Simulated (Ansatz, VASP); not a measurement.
## Two plane-wave programs on Al

```
Al
1.0
     2.83170    0.00000    0.00000
    -1.41585    2.45232    0.00000
     0.00000    0.00000   10.30650
Al
4
Direct
  0.00000 0.00000 0.00000
  0.33333 0.66667 0.25000
  0.00000 0.00000 0.50000
  0.66667 0.33333 0.75000
```

Alike in both runs: task single point; functional PBE; dispersion D3(BJ); k mesh 18 × 18 × 4; occupations gaussian, width 0.15 eV; no spin polarisation.

|  | VASP | Ansatz |
| --- | --- | --- |
| version | VASP 6.6.1 | Ansatz 0.2.0 |
| potentials or method | VASP PAW PBE potentials, release 64 (Al), cutoff 500 eV | scalar-relativistic, plane waves, PAW |
| valence electrons in the cell | 12 | 12 |

|  | VASP | Ansatz | Ansatz less VASP |
| --- | --- | --- | --- |
| gap on the k mesh at the Fermi level (eV) | none | none | - |
| pressure (GPa) | -6.9 | -6.9 | +0.03 |
| traceless stress, the component that is largest in VASP (GPa) | -3.07 | -3.10 | -0.023 |

A gap of «none» marks a metal or a gap that the smearing closes.
